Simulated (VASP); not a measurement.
# LiCl (I4/mmm) in VASP: notebook

LiCl is run at these levels: r2SCAN; tasks: single point.

Everything below comes from runs of VASP 6.6.1. Logs are shortened: lines on timing, memory, paths and dates and some standing lists are left out, and cuts for length are marked.

## 1. The cell of the first run

The structure is tetragonal, space group I4/mmm (No. 139). The conventional cell has a = 3.627 Å, b = 3.627 Å, c = 5.232 Å, α = 90.00°, β = 90.00°, γ = 90.00°. Within 3.4 Å of Li (site symmetry 4/mmm) lie 6 Cl at 2.56 to 2.62 Å. Cl (site symmetry 4/mmm) has 6 Li at 2.56 to 2.62 Å within 3.4 Å.

## 2. Single point, r2SCAN (strain +0.0200 x Voigt [1, 0, 0, 0, 0, 0])

Input file POSCAR:

```
LiCl
1.0
    0.0000000000      2.5647600000      2.5647600000
    2.6160552000      0.0000000000      2.5647600000
    2.6160552000      2.5647600000      0.0000000000
Li Cl
1 1
Direct
    0.0000000000      0.0000000000      0.0000000000
    0.5000000000      0.5000000000      0.5000000000
```

Input file INCAR.step1:

```
SYSTEM = LiCl
ALGO = Normal
EDIFF = 1E-4
ENCUT = 520
GGA = PE
ISMEAR = 0
LASPH = .TRUE.
LCHARG = .FALSE.
LREAL = .FALSE.
LWAVE = .TRUE.
NBANDS = 12
NELM = 60
PREC = Accurate
SIGMA = 0.05
```

Input file INCAR.step2:

```
SYSTEM = LiCl
ALGO = Normal
EDIFF = 1E-6
ENCUT = 520
ISIF = 2
ISMEAR = 0
ISTART = 1
LASPH = .TRUE.
LCHARG = .TRUE.
LELF = .TRUE.
LMIXTAU = .TRUE.
LREAL = .FALSE.
LVHAR = .TRUE.
LWAVE = .FALSE.
METAGGA = R2SCAN
NBANDS = 12
NELM = 60
PREC = Accurate
SIGMA = 0.05
```

Input file KPOINTS:

```
k-points
0
G
  8 8 8
  0 0 0
```

Potentials or basis: VASP PAW PBE potentials, release 64 (Li_sv, Cl).

On the command line:

```
$ cat potpaw_PBE.64/Li_sv/POTCAR potpaw_PBE.64/Cl/POTCAR > POTCAR
$ cp INCAR.step1 INCAR
$ mpirun -np 1 vasp_std > vasp.out
$ cp INCAR.step2 INCAR
$ mpirun -np 1 vasp_std > vasp.out
```

OUTCAR:

```text
SYSTEM = LiCl
   EDIFF = 1E-6
   ENCUT = 520
   ISIF = 2
   ISMEAR = 0
   ISTART = 1
   LASPH = .TRUE.
   LREAL = .FALSE.
   METAGGA = R2SCAN
   NELM = 60
   PREC = Accurate

 ion  position               nearest neighbor table
   1  0.000  0.000  0.000-   2 2.56   2 2.56   2 2.56   2 2.56   2 2.62   2 2.62
   2  0.500  0.500  0.500-   1 2.56   1 2.56   1 2.56   1 2.56   1 2.62   1 2.62

  LATTYP: Found a body centered tetragonal cell.
 ALAT       =     3.6271183762
 C/A-ratio  =     1.4424978336

  Lattice vectors:

 A1 = (   2.6160552000,   0.0000000000,   2.5647600000)
 A2 = (   2.6160552000,   0.0000000000,  -2.5647600000)
 A3 = (  -2.6160552000,   2.5647600000,   0.0000000000)

Analysis of symmetry for initial positions (statically):
=====================================================================
 Subroutine PRICEL returns:
 Original cell was already a primitive cell.

 Routine SETGRP: Setting up the symmetry group for a
 body centered tetragonal supercell.

 Subroutine GETGRP returns: Found 16 space group operations
 (whereof 16 operations were pure point group operations)
 out of a pool of 16 trial point group operations.

The static configuration has the point symmetry D_4h.

Analysis of symmetry for dynamics (positions and initial velocities):
=====================================================================
 Subroutine PRICEL returns:
 Original cell was already a primitive cell.

 Routine SETGRP: Setting up the symmetry group for a
 body centered tetragonal supercell.

 Subroutine GETGRP returns: Found 16 space group operations
 (whereof 16 operations were pure point group operations)
 out of a pool of 16 trial point group operations.

The dynamic configuration has the point symmetry D_4h.

 Subroutine INISYM returns: Found 16 space group operations
 (whereof 16 operations are pure point group operations),
 and found     1 'primitive' translations

----------------------------------------------------------------------------------------

                                     Primitive cell

  volume of cell :      34.4168

  direct lattice vectors                    reciprocal lattice vectors
     0.000000000  2.564760000  2.564760000    -0.191127466  0.194950015  0.194950015
     2.616055200  0.000000000  2.564760000     0.191127466 -0.194950015  0.194950015
     2.616055200  2.564760000  0.000000000     0.191127466  0.194950015 -0.194950015

  length of vectors
     3.627118376  3.663569116  3.663569116     0.335470900  0.335470900  0.335470900

  position of ions in fractional coordinates (direct lattice)
     0.000000000  0.000000000  0.000000000
     0.500000000  0.500000000  0.500000000

  ion indices of the primitive-cell ions
   primitive index   ion index
                 1           1
                 2           2

----------------------------------------------------------------------------------------

 KPOINTS: k-points

Automatic generation of k-mesh.
 Grid dimensions read from file:
 generate k-points for:    8    8    8

 Generating k-lattice:

  Cartesian coordinates                     Fractional coordinates (reciprocal lattice)
    -0.023890933  0.024368752  0.024368752     0.125000000  0.000000000  0.000000000
     0.023890933 -0.024368752  0.024368752     0.000000000  0.125000000  0.000000000
     0.023890933  0.024368752 -0.024368752     0.000000000  0.000000000  0.125000000

  Length of vectors
     0.041933862  0.041933862  0.041933862

  Shift w.r.t. Gamma in fractional coordinates (k-lattice)
     0.000000000  0.000000000  0.000000000

 Subroutine IBZKPT returns following result:
 ===========================================

 Found     59 irreducible k-points:

 Following reciprocal coordinates:
            Coordinates               Weight
  0.000000  0.000000  0.000000      1.000000
  0.125000 -0.000000 -0.000000      8.000000
  0.250000 -0.000000 -0.000000      8.000000
  0.375000 -0.000000 -0.000000      8.000000
  0.500000 -0.000000 -0.000000      4.000000
  0.125000  0.125000  0.000000      4.000000
[... 16 lines left out ...]
  0.250000  0.125000  0.125000      4.000000
  0.375000  0.125000  0.125000      8.000000
 [... further k-points ...]
   k-points           NKPTS =     59   k-points in BZ     NKDIM =     59   number of bands    NBANDS=     12
   number of dos      NEDOS =    301   number of ions     NIONS =      2
   total plane-waves  NPLWV =  21952
   dimension x,y,z NGX =    28 NGY =   28 NGZ =   28
   dimension x,y,z NGXF=    56 NGYF=   56 NGZF=   56
   ions per type =               1   1
   NGX,Y,Z   is equivalent  to a cutoff of  12.83, 12.71, 12.71 a.u.
   NGXF,Y,Z  is equivalent  to a cutoff of  25.67, 25.41, 25.41 a.u.
 SYSTEM =  LiCl
   PREC   = accura    normal or accurate (medium, high low for compatibility)
   ISTART =      1    job   : 0-new  1-cont  2-samecut
   ICHARG =      0    charge: 1-file 2-atom 10-const
   ISPIN  =      1    spin polarized calculation?
   LNONCOLLINEAR =      F non collinear calculations
   LSORBIT =      F    spin-orbit coupling
   LASPH  =      T    aspherical Exc in radial PAW
   ENCUT  =  520.0 eV  38.22 Ry    6.18 a.u.   6.74  6.81  6.81*2*pi/ulx,y,z
   NELM   =     60;   NELMIN=  2; NELMDL=  0     # of ELM steps
   EDIFF  = 0.1E-05   stopping-criterion for ELM
   LREAL  =      F    real-space projection
   EDIFFG = 0.1E-04   stopping-criterion for IOM
   NSW    =      0    number of steps for IOM
   IBRION =     -1    ionic relax: 0-MD 1-quasi-New 2-CG
   NFREE  =      0    steps in history (QN), initial steepest desc. (CG)
   ISIF   =      2    stress and relaxation
   ISYM   =      2    0-nonsym 1-usesym 2-fastsym
   POTIM  = 0.5000    time-step for ionic-motion
   TEBEG  =    0.0;   TEEND  =   0.0 temperature during run
   PSTRESS=    0.0 pullay stress
   NELECT =      10.0000    total number of electrons
   NUPDOWN=      -1.0000    fix difference up-down
   EMIN   =  10.00;   EMAX   =-10.00  energy-range for DOS
   EFERMI =   0.00;   METHOD = LEGACY
   ISMEAR =     0;   SIGMA  =   0.05  broadening in eV -4-tet -1-fermi 0-gaus
   EFERMI_NEDOS =   21; number of points for ismear=-14 and -15
   IALGO  =     38    algorithm
   IMIX   =      4    mixing-type and parameters
     AMIX     =   0.40;   BMIX     =  1.00
     AMIX_MAG =   1.60;   BMIX_MAG =  1.00
  volume/ion in A,a.u.               =      17.21       116.13
  Fermi-wavevector in a.u.,A,eV,Ry     =   1.084305  2.049039 15.996599  1.175717
  Thomas-Fermi vector in A             =   2.220392
   LORBIT       =      0    0 simple, 1 ext, 2 COOP (PROOUT), +10 PAW based schemes
   METAGGA = R2SCAN    functional components
   LHFCALC =     F    Hartree Fock is set to
   AEXX    =    0.0000 exact exchange contribution
   IVDW    =     0    specifies the selected vdW correction
   LEPSILON=     F    determine dielectric tensor
   LRPA    =     F    only Hartree local field effects (RPA)
 non-spin polarized calculation
 Gauss-broadening in eV      SIGMA  =   0.05
  energy-cutoff  :      520.00
  volume of cell :       34.42
 maximum number of plane-waves:       950
   NGX = 13   NGY = 13   NGZ = 13

 number of electron      10.0000009 magnetization

 Free energy of the ion-electron system (eV)
  ---------------------------------------------------
  ext. energy  EPLUGINS =         0.00000000
  ---------------------------------------------------
  free energy    TOTEN  =       -12.58131151 eV

  energy without entropy =      -12.58131151  energy(sigma->0) =      -12.58131151

 E-fermi :   0.4015     XC(G=0):  -9.0712

 val. band max:        0.0732632145   @ k =   0.0000   0.0000   0.0000
 cond. band min:       7.2113926113   @ k =   0.0000   0.0000   0.0000
 fundamental gap:      7.1381293968
 Fermi energy:         0.4015017321

 k-point     1 :       0.0000    0.0000    0.0000
  band No.  band energies     occupation
      1     -44.8059      2.00000
      2     -13.8736      2.00000
      3       0.0230      2.00000
      4       0.0230      2.00000
      5       0.0733      2.00000
      6       7.2114      0.00000
      7      12.5767      0.00000
      8      12.7462      0.00000
      9      12.7462      0.00000
     10      15.2164      0.00000
     11      15.4925      0.00000
     12      15.5211      0.00000

 k-point     2 :       0.1250   -0.0000   -0.0000
  band No.  band energies     occupation
      1     -44.8055      2.00000
      2     -13.7994      2.00000
      3      -0.4664      2.00000
      4      -0.0123      2.00000
      5       0.0094      2.00000
      6       7.6614      0.00000
      7      11.9376      0.00000
      8      12.5575      0.00000
      9      12.7434      0.00000
     10      13.9062      0.00000
     11      14.0392      0.00000
     12      16.1931      0.00000

 k-point     3 :       0.2500   -0.0000   -0.0000
  band No.  band energies     occupation
      1     -44.8047      2.00000
      2     -13.6108      2.00000
      3      -1.4974      2.00000
      4      -0.1030      2.00000
      5      -0.0936      2.00000
      6       8.0586      0.00000
      7      11.4483      0.00000
      8      11.6594      0.00000
      9      11.8344      0.00000
     10      14.7663      0.00000
     11      14.7681      0.00000
     12      16.7444      0.00000
[... 286 lines left out ...]
 k-point    23 :       0.2500    0.1250    0.1250
  band No.  band energies     occupation
      1     -44.8050      2.00000
      2     -13.6842      2.00000
      3      -1.0003      2.00000
      4      -0.3082      2.00000
      5       0.0232      2.00000
      6       8.2336      0.00000
      7      11.2002      0.00000
      8      12.1530      0.00000
      9      12.2046      0.00000
     10      13.3955      0.00000
     11      15.3169      0.00000
     12      16.4724      0.00000

 k-point    24 :       0.3750    0.1250    0.1250
  band No.  band energies     occupation
      1     -44.8042      2.00000
      2     -13.4860      2.00000
      3      -1.8351      2.00000
      4      -0.6033      2.00000
      5      -0.0606      2.00000
      6       8.5094      0.00000
      7      10.9289      0.00000
      8      11.1498      0.00000
      9      11.9064      0.00000
     10      14.5385      0.00000
     11      16.8113      0.00000
     12      17.4934      0.00000

 [... further k-points ...]

------------------------ aborting loop because EDIFF is reached ----------------------------------------

  FORCE on cell =-STRESS in cart. coord.  units (eV):
  Direction    XX          YY          ZZ          XY          YZ          ZX
  --------------------------------------------------------------------------------------
  -------------------------------------------------------------------------------------
  Total       -0.3953867     -0.2780892     -0.2780892      0.0000000      0.0000000      0.0000000
  in kB      -18.4061217    -12.9456659    -12.9456659      0.0000000      0.0000000      0.0000000
  external PRESSURE =     -14.7658178 kB  Pullay stress =       0.0000000 kB

 VOLUME and BASIS-vectors are now :
 -----------------------------------------------------------------------------
  energy-cutoff  :      520.00
  volume of cell :       34.42
      direct lattice vectors                 reciprocal lattice vectors
     0.000000000  2.564760000  2.564760000    -0.191127466  0.194950015  0.194950015
     2.616055200  0.000000000  2.564760000     0.191127466 -0.194950015  0.194950015
     2.616055200  2.564760000  0.000000000     0.191127466  0.194950015 -0.194950015

 POSITION                                       TOTAL-FORCE (eV/Angst)
 -----------------------------------------------------------------------------------
      0.00000      0.00000      0.00000         0.000000     -0.000000      0.000000
      2.61606      2.56476      2.56476         0.000000      0.000000     -0.000000
 -----------------------------------------------------------------------------------
    total drift:                                0.000000      0.000000      0.000000

  FREE ENERGIE OF THE ION-ELECTRON SYSTEM (eV)
  ---------------------------------------------------
  free  energy   TOTEN  =       -12.5813115149 eV

  energy  without entropy=      -12.5813115149  energy(sigma->0) =      -12.58131151
```

It took 2.3 min on 1 thread of Intel Xeon Platinum 8175M at 2.50GHz (Skylake/Cascade Lake), shared host; peak memory 0.17 GiB.

Results:

| Item | Value |
| --- | --- |
| Free energy | -12.5813 eV |
| Band gap on the k mesh | 7.14 eV |

Levels at points of the mesh, in eV from the valence-band top:
```csv
k point,band 3,band 4,band 5,band 6,band 7,band 8
"(0.00, 0.00, 0.00)",-0.05,-0.05,0.00,7.14,12.50,12.67
"(0.50, 0.00, 0.00)",-2.79,-0.32,-0.27,7.48,10.19,10.35
"(0.50, 0.50, 0.00)",-2.88,-1.20,-1.07,8.68,8.89,13.46
"(0.00, 0.50, 0.50)",-2.87,-1.08,-1.08,8.73,8.99,13.17
```

Caveat: the cell differs from its parent crystal (strain +0.0200 x Voigt [1, 0, 0, 0, 0, 0]); the cutoff is under 1.25 times the usual one of these potentials, so pressure, stress and relaxed cells hold a basis-set (Pulay) error; the PAW data sets were made with another functional, which shifts forces and pressure a little.

## 3. Single point, r2SCAN (strain +0.0300 x Voigt [1, 0, 0, 0, 0, 0])

Input file POSCAR:

```
LiCl
1.0
    0.0000000000      2.5647600000      2.5647600000
    2.6417028000      0.0000000000      2.5647600000
    2.6417028000      2.5647600000      0.0000000000
Li Cl
1 1
Direct
    0.0000000000      0.0000000000      0.0000000000
    0.5000000000      0.5000000000      0.5000000000
```

Input file INCAR.step1:

```
SYSTEM = LiCl
  PREC = Accurate
  ENCUT = 520
  ISMEAR = 0
  SIGMA = 0.05
  LREAL = .FALSE.
  LASPH = .TRUE.
  NELM = 100
  NBANDS = 12
  GGA = PE
  ALGO = Normal
  EDIFF = 1E-4
  LWAVE = .TRUE.
  LCHARG = .FALSE.
```

Input file INCAR.step2:

```
SYSTEM = LiCl
  PREC = Accurate
  ENCUT = 520
  EDIFF = 1E-6
  ISMEAR = 0
  SIGMA = 0.05
  LREAL = .FALSE.
  LASPH = .TRUE.
  NELM = 100
  ALGO = Normal
  ISIF = 2
  LWAVE = .FALSE.
  LCHARG = .TRUE.
  METAGGA = R2SCAN
  LMIXTAU = .TRUE.
  LELF = .TRUE.
  LVHAR = .TRUE.
  NBANDS = 12
  ISTART = 1
```

Input file KPOINTS:

```
Automatic mesh
0
G
  8 8 8
  0 0 0
```

Potentials or basis: VASP PAW PBE potentials, release 64 (Li_sv, Cl).

On the command line:

```
$ cat potpaw_PBE.64/Li_sv/POTCAR potpaw_PBE.64/Cl/POTCAR > POTCAR
$ cp INCAR.step1 INCAR
$ mpirun -np 1 vasp_std > vasp.out
$ cp INCAR.step2 INCAR
$ mpirun -np 1 vasp_std > vasp.out
```

It took 2.3 min on 1 thread of Intel Xeon Platinum 8175M at 2.50GHz (Skylake/Cascade Lake), shared host; peak memory 0.16 GiB.

It converged, with:

- Free energy: -12.5771 eV
- Band gap on the k mesh: 7.07 eV

Levels at points of the mesh, in eV from the valence-band top:
| k point | band 3 | band 4 | band 5 | band 6 | band 7 | band 8 |
| --- | --- | --- | --- | --- | --- | --- |
| (0.00, 0.00, 0.00) | -0.07 | -0.07 | 0.00 | 7.07 | 12.43 | 12.68 |
| (0.50, 0.00, 0.00) | -2.77 | -0.34 | -0.27 | 7.45 | 10.14 | 10.37 |
| (0.50, 0.50, 0.00) | -2.85 | -1.24 | -1.05 | 8.64 | 8.88 | 13.40 |
| (0.00, 0.50, 0.50) | -2.84 | -1.06 | -1.06 | 8.71 | 9.02 | 12.98 |

Caveat: the cell differs from its parent crystal (strain +0.0300 x Voigt [1, 0, 0, 0, 0, 0]); the cutoff is under 1.25 times the usual one of these potentials, so pressure, stress and relaxed cells hold a basis-set (Pulay) error; the PAW data sets were made with another functional, which shifts forces and pressure a little.
